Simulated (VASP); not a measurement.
Wanted: the native input for a VASP 6.6.1 run.

- Task: single point
- Functional: PBE
- Potentials or basis: VASP PAW PBE potentials, release 64 (Si, Se)
- Cutoff: 520 eV
- k mesh: 6 × 6 × 6
- Occupations: gaussian, width 0.1 eV
- Spin: no spin polarisation
- Dipole correction: no
- Further INCAR settings: ALGO = Normal; EDIFF = 1e-06; NBANDS = 22

The structure of Si5Se lies in POSCAR:

```
Si5Se
1.0
    8.2530257176      0.0000000000      0.0000000000
   -4.1265128588      7.1473299295      0.0000000000
    0.0000000000      0.0000000000      2.4695488526
Si Se
5 1
Direct
    0.5000000000      0.0000000000      0.5000000000
    0.0000000000      0.5000000000      0.5000000000
    0.5000000000      0.5000000000      0.5000000000
    0.3333333333      0.6666666667      0.5000000000
    0.6666666667      0.3333333333      0.5000000000
    0.0000000000      0.0000000000      0.0000000000
```

The input as run:

INCAR

```
PREC     = Accurate       # precision mode
ENCUT    = 520            # plane-wave cutoff, eV
EDIFF    = 1E-6           # SCF threshold, eV
ISMEAR   = 0              # smearing method
SIGMA    = 0.1            # smearing width, eV
LREAL    = False          # projectors in reciprocal space
LASPH    = True           # aspherical terms in the spheres
NELM     = 80             # most SCF steps
ALGO     = Normal         # electronic algorithm
ISIF     = 2              # what is computed and relaxed
LWAVE    = False          # write WAVECAR
LCHARG   = False          # write CHGCAR
GGA      = PE             # functional
NBANDS   = 22             # bands
```

KPOINTS

```
Automatic mesh
0
Gamma
  6 6 6
```

Potentials or basis: VASP PAW PBE potentials, release 64 (Si, Se).

Command:

```console
$ cat potpaw_PBE.64/Si/POTCAR potpaw_PBE.64/Se/POTCAR > POTCAR
$ mpirun -np 1 vasp_std > vasp.out
```

Results of the run:

```yaml
Pressure: 0.0 GPa
Band_gap_on_the_k_mesh: zero (band 13 reaches 4.06 eV, above the bottom of band 14 at 3.52 eV)
```

Caveat: the k points lie up to 0.42 Å⁻¹ apart.

Wall time 36 s on 1 thread of Intel(R) Xeon(R) 6975P-C (Granite Rapids), on a shared host, peak memory 0.28 GiB.
